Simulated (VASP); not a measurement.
Runs of VASP 6.6.1 on WC. The structure is that of space group Cmmm (No. 65), or close to it. The cells are those of the table. 

```tsv
task	level	cell	k mesh	cutoff (eV)	smearing	grid for exact exchange (PRECFOCK)	share of exact exchange	screening parameter	gap on the mesh (eV)	pressure (GPa)
single point	BLYP+D4	a = 3.061, b = 3.061, c = 3.018 Å, angles 90.0, 90.0, 122.8°, 2 atoms	10 × 10 × 6	520	fermi-dirac 0.05 eV	-	-	-	none	(a)
single point	PBE	a = 2.679, b = 2.679, c = 4.309 Å, angles 90.0, 90.0, 104.5°, 2 atoms	10 × 10 × 6	520	gaussian 0.017 eV	-	-	-	none	-31.9
relaxation of cell and atoms	BLYP+D4	relaxed from a = 2.679, b = 2.679, c = 4.309 Å, angles 90.0, 90.0, 104.5°, 2 atoms	10 × 10 × 6	600	fermi-dirac 0.05 eV	-	-	-	none	0.0
single point	B3LYP	a = 2.679, b = 2.679, c = 4.309 Å, angles 90.0, 90.0, 104.5°, 2 atoms	5 × 5 × 3	520	fermi-dirac 0.05 eV	Normal	0.2	-	none	(b)
single point	PBEsol-based global hybrid with 25 % exact exchange	a = 2.679, b = 2.679, c = 4.309 Å, angles 90.0, 90.0, 104.5°, 2 atoms	5 × 5 × 3	520	fermi-dirac 0.05 eV	Normal	0.25	-	none	-45.1
single point	PBE	a = 2.679, b = 2.679, c = 4.309 Å, angles 90.0, 90.0, 104.5°, 2 atoms	10 × 10 × 6	520	gaussian 0.012 eV	-	-	-	none	-31.8
single point	PBE	a = 2.679, b = 2.679, c = 4.309 Å, angles 90.0, 90.0, 104.5°, 2 atoms	10 × 10 × 6	520	gaussian 0.023 eV	-	-	-	none	-31.9
single point	HSE06	a = 2.679, b = 2.679, c = 4.309 Å, angles 90.0, 90.0, 104.5°, 2 atoms	5 × 5 × 3	520	fermi-dirac 0.05 eV	Normal	0.25	0.2079 1/Å	none	-40.9
```

Alike in all rows: potentials or basis VASP PAW PBE potentials, release 64 (W_sv, C); no spin polarisation.

Q: Estimate the missing entries.

A: (a) 1.8; (b) -32.9.

Caveats: some runs use coarse meshes; spin-orbit coupling is left out, which moves the levels of the heavy elements; the PAW data sets were made with another functional, which shifts forces and pressure a little (at least some runs); the stress differs along the axes, from -59 to -2 GPa (at least some runs).

A k mesh can miss the band edges, and the runs leave out spin-orbit coupling on W.

A gap of «none» marks levels without a gap at the run's occupations.
